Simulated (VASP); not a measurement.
# SnO2 (P1) in VASP: a series of runs

Runs on SnO2. Level: PBE. Tasks: single point.

Program: VASP 6.6.1. These are calculated values, not measurements. Logs are shortened: lines on timing, memory, paths and dates and some standing lists are left out, and cuts for length are marked.

## (1) The cell of the first run

The typed cell holds 12 atoms: a = 4.828 Å, b = 3.238 Å, c = 9.673 Å, α = 91.92°, β = 87.14°, γ = 90.00°.

## (2) Single point, PBE (the part above a cut slid along it)

File INCAR:

```
PREC     = Accurate       # precision mode
ENCUT    = 520            # plane-wave cutoff, eV
EDIFF    = 1E-6           # SCF threshold, eV
ISMEAR   = 0              # smearing method
SIGMA    = 0.05           # smearing width, eV
LREAL    = F              # projectors in reciprocal space
LASPH    = T              # aspherical terms in the spheres
NELM     = 60             # most SCF steps
ALGO     = Normal         # electronic algorithm
ISIF     = 2              # what is computed and relaxed
LWAVE    = F              # write WAVECAR
LCHARG   = F              # write CHGCAR
GGA      = PE             # functional
NBANDS   = 64             # bands
```

File KPOINTS:

```
Automatic mesh
0
Gamma
  6 8 3
```

File POSCAR:

```
SnO2
1.0
    0.0000000000     -4.8277049970      0.0000000000
    0.0000000000      0.0000000000     -3.2379909379
    9.6554099939     -0.4827704997      0.3237990938
Sn O
4 8
Direct
    0.9298350000      0.0701650000      0.7016500000
    0.9798350000      0.0201650000      0.2016500000
    0.4048350000      0.5951650000      0.9516500000
    0.4548350000      0.5451650000      0.4516500000
    0.6078996593      0.0854952543      0.8549525432
    0.6578996593      0.0354952543      0.3549525432
    0.1135601679      0.5798347457      0.7983474568
    0.1635601679      0.5298347457      0.2983474568
    0.3017703407      0.0048347457      0.0483474568
    0.2517703407      0.0548347457      0.5483474568
    0.7961098321      0.5104952543      0.1049525432
    0.7461098321      0.5604952543      0.6049525432
```

Potentials or basis: VASP PAW PBE potentials, release 64 (Sn_d, O).

Run with:

```sh
$ cat potpaw_PBE.64/Sn_d/POTCAR potpaw_PBE.64/O/POTCAR > POTCAR
$ mpirun -np 1 vasp_std > vasp.out
```

OUTCAR:

```text
PREC = Accurate
   ENCUT = 520
   EDIFF = 1E-6
   ISMEAR = 0
   LREAL = F
   LASPH = T
   NELM = 60
   ISIF = 2
   GGA = PE

 ion  position               nearest neighbor table
   1  0.930  0.070  0.702-  12 2.09   7 2.09   7 2.09  12 2.09   5 2.09  10 2.09
   2  0.980  0.020  0.202-   8 2.09  11 2.09   8 2.09  11 2.09   6 2.09   9 2.09   3 3.35   3 3.65

   3  0.405  0.595  0.952-   9 1.66   5 2.09   5 2.09   7 2.09   9 2.20  11 2.48   2 3.35   2 3.65

   4  0.455  0.545  0.452-  10 2.09   6 2.09   6 2.09  10 2.09  12 2.09   8 2.09
   5  0.608  0.085  0.855-   3 2.09   3 2.09   1 2.09
   6  0.658  0.035  0.355-   4 2.09   4 2.09   2 2.09
   7  0.114  0.580  0.798-   1 2.09   1 2.09   3 2.09
   8  0.164  0.530  0.298-   2 2.09   2 2.09   4 2.09
   9  0.302  0.005  0.048-   3 1.66   2 2.09   3 2.20
  10  0.252  0.055  0.548-   4 2.09   4 2.09   1 2.09
  11  0.796  0.510  0.105-   2 2.09   2 2.09   3 2.48
  12  0.746  0.560  0.605-   1 2.09   1 2.09   4 2.09

  LATTYP: Found a triclinic cell.
 ALAT       =     8.0774424661
 B/A-ratio  =     0.4008683381
 C/A-ratio  =     1.7337280274
 COS(alpha) =     0.0231217545
 COS(beta)  =     0.4512227446
 COS(gamma) =     0.8017366763

  Lattice vectors:

 A1 = (   0.0000000000,   4.8277049970,  -6.4759818758)
 A2 = (   0.0000000000,   0.0000000000,  -3.2379909379)
 A3 = (  -9.6554099939,  10.1381804937,  -0.3237990938)

Analysis of symmetry for initial positions (statically):
=====================================================================
 Subroutine PRICEL returns:
 Original cell was already a primitive cell.

 Routine SETGRP: Setting up the symmetry group for a
 triclinic supercell.

 Subroutine GETGRP returns: Found  1 space group operations
 (whereof  1 operations were pure point group operations)
 out of a pool of  2 trial point group operations.

The static configuration has the point symmetry C_1 .

Analysis of symmetry for dynamics (positions and initial velocities):
=====================================================================
 Subroutine PRICEL returns:
 Original cell was already a primitive cell.

 Routine SETGRP: Setting up the symmetry group for a
 triclinic supercell.

 Subroutine GETGRP returns: Found  1 space group operations
 (whereof  1 operations were pure point group operations)
 out of a pool of  2 trial point group operations.

The dynamic configuration has the point symmetry C_1 .

 Subroutine INISYM returns: Found  1 space group operations
 (whereof  1 operations are pure point group operations),
 and found     1 'primitive' translations

----------------------------------------------------------------------------------------

                                     Primitive cell

  volume of cell :     150.9340

  direct lattice vectors                    reciprocal lattice vectors
     0.000000000 -4.827704997  0.000000000    -0.010356888 -0.207137760  0.000000000
     0.000000000  0.000000000 -3.237990938     0.010356888  0.000000000 -0.308833477
     9.655409994 -0.482770500  0.323799094     0.103568880  0.000000000  0.000000000

  length of vectors
     4.827704997  3.237990938  9.672892812     0.207396521  0.309007090  0.103568880

  position of ions in fractional coordinates (direct lattice)
     0.929835000  0.070165000  0.701650000
     0.979835000  0.020165000  0.201650000
     0.404835000  0.595165000  0.951650000
     0.454835000  0.545165000  0.451650000
     0.607899659  0.085495254  0.854952543
     0.657899659  0.035495254  0.354952543
     0.113560168  0.579834746  0.798347457
     0.163560168  0.529834746  0.298347457
     0.301770341  0.004834746  0.048347457
     0.251770341  0.054834746  0.548347457
     0.796109832  0.510495254  0.104952543
     0.746109832  0.560495254  0.604952543

  ion indices of the primitive-cell ions
   primitive index   ion index
                 1           1
                 2           2
                 3           3
                 4           4
                 5           5
                 6           6
                 7           7
[... 48 lines left out ...]
  energy-cutoff  :      520.00
  volume of cell :      150.93
 maximum number of plane-waves:      4096
   NGX = 17   NGY = 13   NGZ = 35

 number of electron     104.0000002 magnetization

 Free energy of the ion-electron system (eV)
  ---------------------------------------------------
  ext. energy  EPLUGINS =         0.00000000
  ---------------------------------------------------
  free energy    TOTEN  =       -72.01127970 eV

  energy without entropy =      -72.01127970  energy(sigma->0) =      -72.01127970

 E-fermi :   5.8414     XC(G=0): -10.9551

 val. band max:        5.5776764136   @ k =   0.0000   0.0000   0.0000
 cond. band min:       6.3413983550   @ k =   0.0000   0.0000   0.0000
 fundamental gap:      0.7637219413
 Fermi energy:         5.8413623826

 k-point     1 :       0.0000    0.0000    0.0000
  band No.  band energies     occupation
      1     -17.0544      2.00000
      2     -15.3758      2.00000
      3     -15.2035      2.00000
      4     -15.0664      2.00000
      5     -14.9959      2.00000
      6     -14.8819      2.00000
[... 56 lines left out ...]
     63      15.8936      0.00000
     64      16.1493      0.00000

 k-point     2 :       0.1667    0.0000    0.0000
  band No.  band energies     occupation
      1     -17.0542      2.00000
      2     -15.3549      2.00000
      3     -15.2009      2.00000
      4     -15.0781      2.00000
      5     -15.0063      2.00000
      6     -14.8820      2.00000
[... 56 lines left out ...]
     63      16.0064      0.00000
     64      16.2853      0.00000

 k-point     3 :       0.3333    0.0000    0.0000
  band No.  band energies     occupation
      1     -17.0539      2.00000
      2     -15.2959      2.00000
      3     -15.1960      2.00000
      4     -15.1050      2.00000
      5     -15.0214      2.00000
      6     -14.9136      2.00000
[... 1396 lines left out ...]
     63      15.9352      0.00000
     64      16.0208      0.00000

 k-point    24 :       0.1667    0.5000   -0.0000
  band No.  band energies     occupation
      1     -17.0591      2.00000
      2     -15.4103      2.00000
      3     -15.2696      2.00000
      4     -15.1395      2.00000
      5     -15.0284      2.00000
      6     -14.9369      2.00000
[... 56 lines left out ...]
     63      15.9292      0.00000
     64      16.1055      0.00000

 [... further k-points ...]
[... 5 lines left out ...]
  --------------------------------------------------------------------------------------
  -------------------------------------------------------------------------------------
  Total        9.9298665      2.3225361     11.6051305      7.2573751     -3.0556284     -9.4132930
  in kB      105.4063853     24.6539200    123.1894556     77.0376592    -32.4357577    -99.9229132
  external PRESSURE =      84.4165870 kB  Pullay stress =       0.0000000 kB

 VOLUME and BASIS-vectors are now :
 -----------------------------------------------------------------------------
  energy-cutoff  :      520.00
  volume of cell :      150.93
      direct lattice vectors                 reciprocal lattice vectors
     0.000000000 -4.827704997  0.000000000    -0.010356888 -0.207137760  0.000000000
     0.000000000  0.000000000 -3.237990938     0.010356888  0.000000000 -0.308833477
     9.655409994 -0.482770500  0.323799094     0.103568880  0.000000000  0.000000000

 POSITION                                       TOTAL-FORCE (eV/Angst)
 -----------------------------------------------------------------------------------
      6.77472     -4.82770      0.00000        -0.290741      0.251068     -0.077009
      1.94701     -4.82770      0.00000         0.532261      1.463232     -0.066673
      9.18857     -2.41385     -1.61900        -7.500303     -5.226464     10.641017
      4.36087     -2.41385     -1.61900        -0.161570     -0.126307      0.001849
      8.25492     -3.34751      0.00000        -0.921292     -0.659849     -0.434373
      3.42721     -3.34751      0.00000         0.188210      0.114234     -0.010291
      7.70837     -0.93365     -1.61900         0.370391     -0.176564      0.181408
      2.88067     -0.93365     -1.61900         0.031820     -0.305546      0.033313
      0.46681     -1.48020     -0.00000         8.013891      4.555076     -9.875356
      5.29452     -1.48020     -0.00000         0.149895      0.098478      0.007510
      1.01336     -3.89405     -1.61900        -0.466705      0.061145     -0.376332
      5.84106     -3.89405     -1.61900         0.054142     -0.048503     -0.025063
 -----------------------------------------------------------------------------------
    total drift:                                0.000151     -0.000158      0.000620

  FREE ENERGIE OF THE ION-ELECTRON SYSTEM (eV)
  ---------------------------------------------------
  free  energy   TOTEN  =       -72.0112797014 eV

  energy  without entropy=      -72.0112797014  energy(sigma->0) =      -72.01127970
```

Run time: 8.5 min. Hardware: 1 thread of Intel Xeon Platinum 8488C (Sapphire Rapids), shared host; peak memory 0.58 GiB.

What came out:

| Quantity | Value |
| --- | --- |
| Free energy | -72.0113 eV |
| Pressure | 8.4 GPa |
| Largest force | 14.029 eV/Å |
| Band gap on the k mesh | 0.76 eV |

Forces on the atoms (eV/Å):
```
Sn  -0.291  0.251 -0.077
Sn   0.532  1.463 -0.067
Sn  -7.500 -5.226 10.641
Sn  -0.162 -0.126  0.002
O   -0.921 -0.660 -0.434
O    0.188  0.114 -0.010
O    0.370 -0.177  0.181
O    0.032 -0.306  0.033
O    8.014  4.555 -9.875
O    0.150  0.098  0.008
O   -0.467  0.061 -0.376
O    0.054 -0.049 -0.025
```

Caveat: the cell differs from its parent crystal (the part above a cut slid along it); the stress differs along the axes, from 2 to 12 GPa; semilocal functionals underestimate gaps, and a narrow one can read as zero; spin-orbit coupling is left out, which moves the levels of the heavy elements; forces of over 1 eV/Å act on the atoms, so gaps and moduli don't describe the material at rest.

## (3) Single point, PBE (the part above a cut slid along it)

File INCAR:

```
ALGO     = Normal         # electronic algorithm
EDIFF    = 1E-7           # SCF threshold, eV
ENCUT    = 520            # plane-wave cutoff, eV
GGA      = PE             # functional
ISIF     = 2              # what is computed and relaxed
ISMEAR   = 0              # smearing method
LASPH    = T              # aspherical terms in the spheres
LCHARG   = F              # write CHGCAR
LREAL    = F              # projectors in reciprocal space
LWAVE    = F              # write WAVECAR
NBANDS   = 64             # bands
NELM     = 100            # most SCF steps
PREC     = Accurate       # precision mode
SIGMA    = 0.05           # smearing width, eV
```

File KPOINTS:

```
k-points
0
Gamma
  6 8 3
```

File POSCAR:

```
SnO2
1.0
    0.0000000000     -4.8277049970      0.0000000000
    0.0000000000      0.0000000000     -3.2379909379
    9.6554099939     -1.4483114991      0.9713972814
Sn O
4 8
Direct
    0.7895050000      0.2104950000      0.7016500000
    0.9395050000      0.0604950000      0.2016500000
    0.2145050000      0.7854950000      0.9516500000
    0.3645050000      0.6354950000      0.4516500000
    0.4369091506      0.2564857630      0.8549525432
    0.5869091506      0.1064857630      0.3549525432
   -0.0461093234      0.7395042370      0.7983474568
    0.1038906766      0.5895042370      0.2983474568
    0.2921008494      0.0145042370      0.0483474568
    0.1421008494      0.1645042370      0.5483474568
    0.7751193234      0.5314857630      0.1049525432
    0.6251193234      0.6814857630      0.6049525432
```

Potentials or basis: VASP PAW PBE potentials, release 64 (Sn_d, O).

Run with:

```sh
$ cat potpaw_PBE.64/Sn_d/POTCAR potpaw_PBE.64/O/POTCAR > POTCAR
$ mpirun -np 1 vasp_std > vasp.out
```

Wall time 18 min (1 thread of Oxide Virtual Turin-like, shared host); peak memory 0.54 GiB.

The run converged. Its results:

| Item | Value |
| --- | --- |
| Free energy | -53.3651 eV |
| Pressure | 45.5 GPa |
| Largest force | 92.986 eV/Å |
| Band gap on the k mesh | 1.06 eV (least direct gap 1.14 eV) |

Forces on the atoms (eV/Å):
```
Sn   -0.317   0.699  -0.127
Sn    4.203   1.805  -0.876
Sn  -71.551  35.083  47.917
Sn   -0.135  -0.086  -0.002
O    -2.530  -0.491  -1.546
O     0.055   0.038  -0.019
O     0.717  -0.443   0.044
O     0.218  -0.329  -0.003
O    70.204 -34.762 -45.007
O     0.184   0.110  -0.001
O    -1.020  -1.500  -0.322
O    -0.027  -0.124  -0.059
```

Stress tensor (GPa, compression positive):
```
 81.88 -33.42 -45.37
-33.42  18.55  25.42
-45.37  25.42  36.07
```

Levels at points of the mesh, in eV from the valence-band top:
```
           k point  band 49  band 50  band 51  band 52  band 53  band 54  band 55  band 56
(0.00, 0.00, 0.00)    -0.68    -0.53    -0.31    -0.09     1.06     3.51     3.96     5.69
(0.50, 0.00, 0.00)    -0.94    -0.75    -0.59    -0.17     3.42     4.10     4.20     4.51
(0.00, 0.50, 0.00)    -0.98    -0.86    -0.62    -0.29     5.04     5.55     5.78     5.86
(0.50, 0.50, 0.00)    -0.79    -0.63    -0.56    -0.33     4.26     4.72     5.16     5.70
```

Caveat: the cell differs from its parent crystal (the part above a cut slid along it); atoms lie so close that the PAW spheres overlap strongly, which falsifies energies and pressures; the stress differs along the axes, from 19 to 82 GPa; spin-orbit coupling is left out, which moves the levels of the heavy elements; forces of over 1 eV/Å act on the atoms, so gaps and moduli don't describe the material at rest.

## (4) Single point, PBE (the part above a cut slid along it)

File INCAR:

```
SYSTEM = SnO2
PREC     = Accurate       ! precision mode
ENCUT    = 520            ! plane-wave cutoff, eV
EDIFF    = 1E-7           ! SCF threshold, eV
ISMEAR   = 0              ! smearing method
SIGMA    = 0.05           ! smearing width, eV
LREAL    = .FALSE.        ! projectors in reciprocal space
LASPH    = .TRUE.         ! aspherical terms in the spheres
NELM     = 80             ! most SCF steps
ALGO     = Normal         ! electronic algorithm
ISIF     = 2              ! what is computed and relaxed
LWAVE    = .FALSE.        ! write WAVECAR
LCHARG   = .FALSE.        ! write CHGCAR
GGA      = PE             ! functional
NBANDS   = 64             ! bands
```

File KPOINTS:

```
Automatic mesh
0
G
  6 8 3
  0 0 0
```

File POSCAR:

```
SnO2
1.0
    0.0000000000     -4.8277049970      0.0000000000
    0.0000000000      0.0000000000     -3.2379909379
    9.6554099939     -1.9310819988      1.2951963752
Sn O
4 8
Direct
    0.7193400000      0.2806600000      0.7016500000
    0.9193400000      0.0806600000      0.2016500000
    0.1193400000      0.8806600000      0.9516500000
    0.3193400000      0.6806600000      0.4516500000
    0.3514138963      0.3419810173      0.8549525432
    0.5514138963      0.1419810173      0.3549525432
   -0.1259440691      0.8193389827      0.7983474568
    0.0740559309      0.6193389827      0.2983474568
    0.2872661037      0.0193389827      0.0483474568
    0.0872661037      0.2193389827      0.5483474568
    0.7646240691      0.5419810173      0.1049525432
    0.5646240691      0.7419810173      0.6049525432
```

Run with:

```sh
$ cat potpaw_PBE.64/Sn_d/POTCAR potpaw_PBE.64/O/POTCAR > POTCAR
$ mpirun -np 1 vasp_std > vasp.out
```

Wall time 10 min (1 thread of Oxide Virtual Turin-like, shared host); peak memory 0.54 GiB.

Results (log left out):

```
Free energy            : -62.4189 eV
Pressure               : 28.5 GPa
Largest force          : 47.111 eV/Å
Band gap on the k mesh : 0.75 eV (least direct gap 0.82 eV)
```

Forces in eV/Å, atoms in the order of the input:
```
Sn   -0.076   0.861  -0.046
Sn    6.767   0.700  -0.760
Sn  -35.646  28.745  11.068
Sn   -0.124   0.024   0.001
O    -2.029   0.184  -1.023
O    -0.080  -0.057  -0.023
O     1.042  -0.642  -0.041
O     0.356  -0.169   0.023
O    31.064 -28.738  -8.942
O     0.170   0.087   0.000
O    -1.384  -0.838  -0.222
O    -0.060  -0.158  -0.034
```

Stress tensor (GPa, compression positive):
```
 47.27 -29.20  -9.80
-29.20  28.94   9.91
 -9.80   9.91   9.30
```

Levels at points of the mesh, in eV from the valence-band top:
| k point | band 49 | band 50 | band 51 | band 52 | band 53 | band 54 | band 55 | band 56 |
| --- | --- | --- | --- | --- | --- | --- | --- | --- |
| (0.00, 0.00, 0.00) | -0.66 | -0.61 | -0.34 | -0.07 | 0.75 | 3.39 | 3.60 | 5.46 |
| (0.50, 0.00, 0.00) | -1.00 | -0.90 | -0.70 | -0.12 | 2.85 | 4.04 | 4.12 | 4.75 |
| (0.00, 0.50, 0.00) | -1.09 | -0.98 | -0.76 | -0.17 | 4.27 | 5.27 | 5.52 | 5.70 |
| (0.50, 0.50, 0.00) | -0.90 | -0.79 | -0.56 | -0.14 | 3.93 | 4.34 | 4.87 | 5.20 |

Caveat: the cell differs from its parent crystal (the part above a cut slid along it); atoms lie so close that the PAW spheres overlap strongly, which falsifies energies and pressures; the stress differs along the axes, from 9 to 47 GPa; semilocal functionals underestimate gaps, and a narrow one can read as zero; spin-orbit coupling is left out, which moves the levels of the heavy elements; forces of over 1 eV/Å act on the atoms, so gaps and moduli don't describe the material at rest. A k mesh can miss the band edges.

## (5) The runs side by side

| cell | gap on the mesh (eV) | pressure (GPa) | largest force (eV/Å) |
| --- | --- | --- | --- |
| a = 4.828, b = 3.238, c = 9.673 Å, angles 91.9, 87.1, 90.0°, 12 atoms | 0.76 | 8.4 | 14.03 |
| a = 4.828, b = 3.238, c = 9.812 Å, angles 95.7, 81.5, 90.0°, 12 atoms | 1.06 | 45.5 | 92.99 |
| a = 4.828, b = 3.238, c = 9.931 Å, angles 97.5, 78.8, 90.0°, 12 atoms | 0.75 | 28.5 | 47.11 |

Alike in all rows: task single point; level PBE; potentials or basis VASP PAW PBE potentials, release 64 (Sn_d, O); no spin polarisation; k mesh 6 × 8 × 3; cutoff (eV) 520; smearing gaussian 0.05 eV.

Caveats: spin-orbit coupling is left out, which moves the levels of the heavy elements; forces of over 1 eV/Å act on the atoms, so gaps and moduli don't describe the material at rest; semilocal functionals underestimate gaps, and a narrow one can read as zero (at least some runs); atoms lie so close that the PAW spheres overlap strongly, which falsifies energies and pressures (at least some runs); the stress differs along the axes, from 2 to 12 GPa (at least some runs); the stress differs along the axes, from 19 to 82 GPa (at least some runs); the stress differs along the axes, from 9 to 47 GPa (at least some runs).

Absolute energies hang on the potentials; compare differences alone.
